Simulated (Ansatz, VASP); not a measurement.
# InAs: VASP beside Ansatz

File INCAR:

```
PREC = Accurate
ENCUT = 520
EDIFF = 1E-6
ISMEAR = 0
SIGMA = 0.05
LREAL = F
LASPH = T
NELM = 100
ALGO = Normal
ISIF = 2
LWAVE = F
LCHARG = T
GGA = PE
LELF = T
LVHAR = T
NBANDS = 16
```

Contents of KPOINTS:

```
Automatic mesh
0
Gamma
  6 6 6
```

The input POSCAR:

```
InAs
1.0
    0.0000000000      3.0644348097      3.0644348097
    3.0644348097      0.0000000000      3.0644348097
    3.0644348097      3.0644348097      0.0000000000
In As
1 1
Direct
    0.0000000000      0.0000000000      0.0000000000
    0.7500000000      0.7500000000      0.7500000000
```

Input for Ansatz:

```yaml
crystal:
  lattice:
    - [0.0, 3.0644348097, 3.0644348097]
    - [3.0644348097, 0.0, 3.0644348097]
    - [3.0644348097, 3.0644348097, 0.0]
  atoms:
    - { symbol: In, position: [0.0, 0.0, 0.0] }
    - { symbol: As, position: [0.75, 0.75, 0.75] }
basis:
  ecutwfc: 420
  ecutrho_ratio: 4
kpoints:
  mp_grid: { grid: [6, 6, 6] }
hamiltonian:
  xc: pbe
scf:
  occupations: { method: gaussian, width: 0.05 }
output:
  forces: true
  stress: true
  eigenvalues: true
```

Alike in both runs: task single point; functional PBE; k mesh 6 × 6 × 6; occupations gaussian, width 0.05 eV; no spin polarisation.

```csv
,VASP,Ansatz
version,VASP 6.6.1,Ansatz 0.2.0
potentials or method,"VASP PAW PBE potentials, release 64 (In_d, As), cutoff 520 eV","scalar-relativistic, plane waves, PAW"
valence electrons in the cell,18,28
```

Ansatz gave:

- gap on the k mesh at the Fermi level (eV): none
- pressure (GPa): 1.5

Q: Estimate VASP's values.

A: gap on the k mesh at the Fermi level (eV): none; pressure (GPa): 1.6.

A gap of «none» marks a metal or a gap that the smearing closes. VASP's potentials hold 18 valence electrons a cell and Ansatz's 28, so a difference there can come from the potentials and not from the codes.
